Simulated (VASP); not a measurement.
# Zr4F (Pm-3m) in VASP: further runs

Runs on Zr4F. Level: PBE. Tasks: relaxation of cell and atoms, single point.

Program: VASP 6.6.1. These are calculated values, not measurements. Logs are shortened: lines on timing, memory, paths and dates and some standing lists are left out, and cuts for length are marked.

## (1) The cell of the first run

The structure is cubic, space group Pm-3m (No. 221). The conventional cell has a = 4.198 Å, b = 4.198 Å, c = 4.198 Å, α = 90.00°, β = 90.00°, γ = 90.00°. Within 2.8 Å of Zr (site symmetry m-3m) lie 6 Zr at 2.10 Å. Zr (site symmetry 4/mmm) has 2 Zr at 2.10 Å within 2.8 Å. F (site symmetry m-3m) has 20 Zr at 2.97 to 3.64 Å within 3.9 Å.

## (2) Relaxation of cell and atoms, PBE

Input file INCAR:

```
PREC     = Accurate       # precision mode
ENCUT    = 600            # plane-wave cutoff, eV
EDIFF    = 1E-6           # SCF threshold, eV
ISMEAR   = 0              # smearing method
SIGMA    = 0.1            # smearing width, eV
LREAL    = False          # projectors in reciprocal space
LASPH    = True           # aspherical terms in the spheres
NELM     = 80             # most SCF steps
ALGO     = Normal         # electronic algorithm
ISIF     = 3              # what is computed and relaxed
LWAVE    = False          # write WAVECAR
LCHARG   = False          # write CHGCAR
GGA      = PE             # functional
IBRION   = 2              # ionic algorithm
NSW      = 90             # ionic steps
EDIFFG   = -0.04          # ionic threshold
```

Input file KPOINTS:

```
regular mesh
0
Gamma
  4 4 4
```

Input file POSCAR:

```
Zr4F
1.0
    4.1977898600      0.0000000000      0.0000000000
    0.0000000000      4.1977898600      0.0000000000
    0.0000000000      0.0000000000      4.1977898600
Zr F
4 1
Direct
    0.5000000000      0.5000000000      0.5000000000
    0.0000000000      0.5000000000      0.5000000000
    0.5000000000      0.0000000000      0.5000000000
    0.5000000000      0.5000000000      0.0000000000
    0.0000000000      0.0000000000      0.0000000000
```

Potentials or basis: VASP PAW PBE potentials, release 64 (Zr_sv, F).

Run with:

```bash
> cat potpaw_PBE.64/Zr_sv/POTCAR potpaw_PBE.64/F/POTCAR > POTCAR
> mpirun -np 1 vasp_std > vasp.out
```

OUTCAR:

```text
PREC = Accurate
   ENCUT = 600
   EDIFF = 1E-6
   ISMEAR = 0
   LREAL = False
   LASPH = True
   NELM = 80
   ISIF = 3
   GGA = PE
   IBRION = 2
   NSW = 90
   EDIFFG = -0.04

 ion  position               nearest neighbor table
   1  0.500  0.500  0.500-   2 2.10   3 2.10   4 2.10   4 2.10   3 2.10   2 2.10
   2  0.000  0.500  0.500-   1 2.10   1 2.10   4 2.97   4 2.97   3 2.97   3 2.97   3 2.97   4 2.97
                             4 2.97   3 2.97
   3  0.500  0.000  0.500-   1 2.10   1 2.10   4 2.97   4 2.97   2 2.97   2 2.97   4 2.97   4 2.97
                             2 2.97   2 2.97
   4  0.500  0.500  0.000-   1 2.10   1 2.10   3 2.97   2 2.97   2 2.97   3 2.97   3 2.97   3 2.97
                             2 2.97   2 2.97
   5  0.000  0.000  0.000-

  LATTYP: Found a simple cubic cell.
 ALAT       =     4.1977898600

  Lattice vectors:

 A1 = (   4.1977898600,   0.0000000000,   0.0000000000)
 A2 = (   0.0000000000,   4.1977898600,   0.0000000000)
 A3 = (   0.0000000000,   0.0000000000,   4.1977898600)

Analysis of symmetry for initial positions (statically):
=====================================================================
 Subroutine PRICEL returns:
 Original cell was already a primitive cell.

 Routine SETGRP: Setting up the symmetry group for a
 simple cubic supercell.

 Subroutine GETGRP returns: Found 48 space group operations
 (whereof 48 operations were pure point group operations)
 out of a pool of 48 trial point group operations.

The static configuration has the point symmetry O_h .

Analysis of symmetry for dynamics (positions and initial velocities):
=====================================================================
 Subroutine PRICEL returns:
 Original cell was already a primitive cell.

 Routine SETGRP: Setting up the symmetry group for a
 simple cubic supercell.

 Subroutine GETGRP returns: Found 48 space group operations
 (whereof 48 operations were pure point group operations)
 out of a pool of 48 trial point group operations.

The dynamic configuration has the point symmetry O_h .

 Subroutine INISYM returns: Found 48 space group operations
 (whereof 48 operations are pure point group operations),
 and found     1 'primitive' translations

----------------------------------------------------------------------------------------

                                     Primitive cell

  volume of cell :      73.9711

  direct lattice vectors                    reciprocal lattice vectors
     4.197789860  0.000000000  0.000000000     0.238220595  0.000000000  0.000000000
     0.000000000  4.197789860  0.000000000     0.000000000  0.238220595  0.000000000
     0.000000000  0.000000000  4.197789860     0.000000000  0.000000000  0.238220595

  length of vectors
     4.197789860  4.197789860  4.197789860     0.238220595  0.238220595  0.238220595

  position of ions in fractional coordinates (direct lattice)
     0.500000000  0.500000000  0.500000000
     0.000000000  0.500000000  0.500000000
     0.500000000  0.000000000  0.500000000
     0.500000000  0.500000000  0.000000000
     0.000000000  0.000000000  0.000000000

  ion indices of the primitive-cell ions
   primitive index   ion index
                 1           1
                 2           2
                 3           3
                 4           4
                 5           5

----------------------------------------------------------------------------------------

 KPOINTS: regular mesh

Automatic generation of k-mesh.
 Grid dimensions read from file:
 generate k-points for:    4    4    4

 Generating k-lattice:

  Cartesian coordinates                     Fractional coordinates (reciprocal lattice)
     0.059555149  0.000000000  0.000000000     0.250000000  0.000000000  0.000000000
     0.000000000  0.059555149  0.000000000     0.000000000  0.250000000  0.000000000
     0.000000000  0.000000000  0.059555149     0.000000000  0.000000000  0.250000000

  Length of vectors
     0.059555149  0.059555149  0.059555149

  Shift w.r.t. Gamma in fractional coordinates (k-lattice)
     0.000000000  0.000000000  0.000000000

 Subroutine IBZKPT returns following result:
 ===========================================

 Found     10 irreducible k-points:

 Following reciprocal coordinates:
            Coordinates               Weight
  0.000000  0.000000  0.000000      1.000000
  0.250000  0.000000  0.000000      6.000000
  0.500000  0.000000  0.000000      3.000000
  0.250000  0.250000  0.000000     12.000000
  0.500000  0.250000  0.000000     12.000000
  0.500000  0.500000  0.000000      3.000000
  0.250000  0.250000  0.250000      8.000000
  0.500000  0.250000  0.250000     12.000000
  0.500000  0.500000  0.250000      6.000000
  0.500000  0.500000  0.500000      1.000000
   k-points           NKPTS =     10   k-points in BZ     NKDIM =     10   number of bands    NBANDS=     33
   number of dos      NEDOS =    301   number of ions     NIONS =      5
   total plane-waves  NPLWV =  46656
   dimension x,y,z NGX =    36 NGY =   36 NGZ =   36
   dimension x,y,z NGXF=    72 NGYF=   72 NGZF=   72
   ions per type =               4   1
   NGX,Y,Z   is equivalent  to a cutoff of  14.26, 14.26, 14.26 a.u.
   NGXF,Y,Z  is equivalent  to a cutoff of  28.51, 28.51, 28.51 a.u.
 SYSTEM =  unknown system
   PREC   = accura    normal or accurate (medium, high low for compatibility)
   ISTART =      0    job   : 0-new  1-cont  2-samecut
   ICHARG =      2    charge: 1-file 2-atom 10-const
   ISPIN  =      1    spin polarized calculation?
   LNONCOLLINEAR =      F non collinear calculations
   LSORBIT =      F    spin-orbit coupling
   LASPH  =      T    aspherical Exc in radial PAW
   ENCUT  =  600.0 eV  44.10 Ry    6.64 a.u.   8.38  8.38  8.38*2*pi/ulx,y,z
   NELM   =     80;   NELMIN=  2; NELMDL= -5     # of ELM steps
   EDIFF  = 0.1E-05   stopping-criterion for ELM
   LREAL  =      F    real-space projection
   EDIFFG = -.4E-01   stopping-criterion for IOM
   NSW    =     90    number of steps for IOM
   IBRION =      2    ionic relax: 0-MD 1-quasi-New 2-CG
   NFREE  =      1    steps in history (QN), initial steepest desc. (CG)
   ISIF   =      3    stress and relaxation
   ISYM   =      2    0-nonsym 1-usesym 2-fastsym
   POTIM  = 0.5000    time-step for ionic-motion
   TEBEG  =    0.0;   TEEND  =   0.0 temperature during run
   PSTRESS=    0.0 pullay stress
   NELECT =      55.0000    total number of electrons
   NUPDOWN=      -1.0000    fix difference up-down
   EMIN   =  10.00;   EMAX   =-10.00  energy-range for DOS
   EFERMI =   0.00;   METHOD = LEGACY
   ISMEAR =     0;   SIGMA  =   0.10  broadening in eV -4-tet -1-fermi 0-gaus
   EFERMI_NEDOS =   21; number of points for ismear=-14 and -15
   IALGO  =     38    algorithm
   IMIX   =      4    mixing-type and parameters
     AMIX     =   0.40;   BMIX     =  1.00
     AMIX_MAG =   1.60;   BMIX_MAG =  1.00
  volume/ion in A,a.u.               =      14.79        99.84
  Fermi-wavevector in a.u.,A,eV,Ry     =   1.483116  2.802682 29.927813  2.199632
  Thomas-Fermi vector in A             =   2.596817
   LORBIT       =      0    0 simple, 1 ext, 2 COOP (PROOUT), +10 PAW based schemes
   GGA     = PE    functional components
   LHFCALC =     F    Hartree Fock is set to
   AEXX    =    0.0000 exact exchange contribution
   IVDW    =     0    specifies the selected vdW correction
   LEPSILON=     F    determine dielectric tensor
   LRPA    =     F    only Hartree local field effects (RPA)
 conjugate gradient relaxation of ions
 non-spin polarized calculation
 Gauss-broadening in eV      SIGMA  =   0.10
  energy-cutoff  :      600.00
  volume of cell :       73.97
 maximum number of plane-waves:      2517
 NGX is ok and might be reduce to    36
   NGX = 17   NGY = 17   NGZ = 17

--------------------------------------- Ionic step        1  -------------------------------------------

 number of electron      55.0000016 magnetization

 Free energy of the ion-electron system (eV)
  ---------------------------------------------------
  ext. energy  EPLUGINS =         0.00000000
  ---------------------------------------------------
  free energy    TOTEN  =       -18.21896750 eV

  energy without entropy =      -18.20543835  energy(sigma->0) =      -18.21220292

 E-fermi :  11.7439     XC(G=0): -12.2291

 val. band max:       11.7125797176   @ k =   0.5000   0.2500   0.2500
 cond. band min:      11.8055183977   @ k =   0.5000   0.5000   0.5000
 fundamental gap:      0.0929386801
 Fermi energy:        11.7438891627

 k-point     1 :       0.0000    0.0000    0.0000
  band No.  band energies     occupation
      1     -39.0324      2.00000
      2     -36.6324      2.00000
      3     -36.6324      2.00000
      4     -34.3848      2.00000
      5     -20.2388      2.00000
      6     -20.2388      2.00000
[... 25 lines left out ...]
     32      14.3556      0.00000
[... 829 lines left out ...]
 POSITION                                       TOTAL-FORCE (eV/Angst)
 -----------------------------------------------------------------------------------
      2.58391      2.58391      2.58391        -0.000000      0.000000      0.000000
      0.00000      2.58391      2.58391         0.000000      0.000000      0.000000
      2.58391     -0.00000      2.58391        -0.000000      0.000000      0.000000
      2.58391      2.58391     -0.00000        -0.000000     -0.000000      0.000000
      0.00000      0.00000      0.00000        -0.000000     -0.000000      0.000000
 -----------------------------------------------------------------------------------
    total drift:                                0.000000      0.000000      0.000000

  FREE ENERGIE OF THE ION-ELECTRON SYSTEM (eV)
  ---------------------------------------------------
  free  energy   TOTEN  =       -30.8118446800 eV

  energy  without entropy=      -30.7604806168  energy(sigma->0) =      -30.78616265

--------------------------------------- Ionic step        5  -------------------------------------------

 number of electron      55.0000014 magnetization

 Free energy of the ion-electron system (eV)
  ---------------------------------------------------
  ext. energy  EPLUGINS =         0.00000000
  ---------------------------------------------------
  free energy    TOTEN  =       -30.81318350 eV

  energy without entropy =      -30.76182510  energy(sigma->0) =      -30.78750430

 E-fermi :   5.0028     XC(G=0):  -9.3549

 val. band max:        4.9684298729   @ k =   0.2500   0.2500   0.0000
 cond. band min:       5.0241686981   @ k =   0.5000   0.2500   0.2500
 fundamental gap:      0.0557388252
 Fermi energy:         5.0028448911

 k-point     1 :       0.0000    0.0000    0.0000
  band No.  band energies     occupation
      1     -44.4227      2.00000
      2     -44.3276      2.00000
      3     -44.3276      2.00000
      4     -42.0795      2.00000
      5     -23.1001      2.00000
      6     -23.1001      2.00000
[... 25 lines left out ...]
     32       6.6998      0.00000
[... 336 lines left out ...]
 VOLUME and BASIS-vectors are now :
 -----------------------------------------------------------------------------
  energy-cutoff  :      600.00
  volume of cell :      136.47
      direct lattice vectors                 reciprocal lattice vectors
     5.148421286 -0.000000000  0.000000000     0.194234299 -0.000000000  0.000000000
     0.000000000  5.148421286 -0.000000000     0.000000000  0.194234299 -0.000000000
    -0.000000000  0.000000000  5.148421286    -0.000000000  0.000000000  0.194234299

 POSITION                                       TOTAL-FORCE (eV/Angst)
 -----------------------------------------------------------------------------------
      2.57421      2.57421      2.57421        -0.000000      0.000000      0.000000
      0.00000      2.57421      2.57421         0.000000      0.000000      0.000000
      2.57421     -0.00000      2.57421        -0.000000      0.000000      0.000000
      2.57421      2.57421     -0.00000        -0.000000     -0.000000      0.000000
      0.00000      0.00000      0.00000        -0.000000     -0.000000      0.000000
 -----------------------------------------------------------------------------------
    total drift:                                0.000000      0.000000      0.000000

  FREE ENERGIE OF THE ION-ELECTRON SYSTEM (eV)
  ---------------------------------------------------
  free  energy   TOTEN  =       -30.8131834964 eV

  energy  without entropy=      -30.7618250999  energy(sigma->0) =      -30.78750430

 reached required accuracy - stopping structural energy minimisation
```

It took 3.7 min on 1 thread of Intel Xeon Platinum 8375C at 2.90GHz (Ice Lake), shared host; peak memory 0.21 GiB.

What came out:

- Free energy: -30.8132 eV
- Relaxed volume: 27.29 Å³/atom
- Relaxed cell: a = 5.148 Å, b = 5.148 Å, c = 5.148 Å, α = 90.00°, β = 90.00°, γ = 90.00°
- Space group after relaxing (to 0.05 Å): Pm-3m (No. 221)
- Energy gained by relaxing: 2518.8 meV/atom
- Ionic steps: 5
- Pressure after relaxing: 0.2 GPa

The path:
```csv
step,energy change (eV),largest force (eV/Å),pressure (GPa),volume (Å³)
1,0.0000,0.0000,109.21,73.97
2,-4.7053,0.0000,-17.47,242.97
3,-12.5837,0.0000,-1.25,139.70
4,-12.5929,0.0000,-0.50,138.01
5,-12.5942,0.0000,0.22,136.47
```

Final structure:
```yaml
crystal:
  lattice:
    - [5.14842, 0.00000, 0.00000]
    - [0.00000, 5.14842, 0.00000]
    - [0.00000, 0.00000, 5.14842]
  atoms:
    - { symbol: Zr, position: [0.50000, 0.50000, 0.50000] }
    - { symbol: Zr, position: [0.00000, 0.50000, 0.50000] }
    - { symbol: Zr, position: [0.50000, 0.00000, 0.50000] }
    - { symbol: Zr, position: [0.50000, 0.50000, 0.00000] }
    - { symbol: F, position: [0.00000, 0.00000, 0.00000] }
```

Caveat: the k points lie up to 0.31 Å⁻¹ apart in the final cell; the volume moved by over 15 % at a fixed basis, so the end points are rough; an odd number of electrons without spin polarisation forces a metal; a magnetic or distorted state may lie lower.

[end of part 1 of 2]
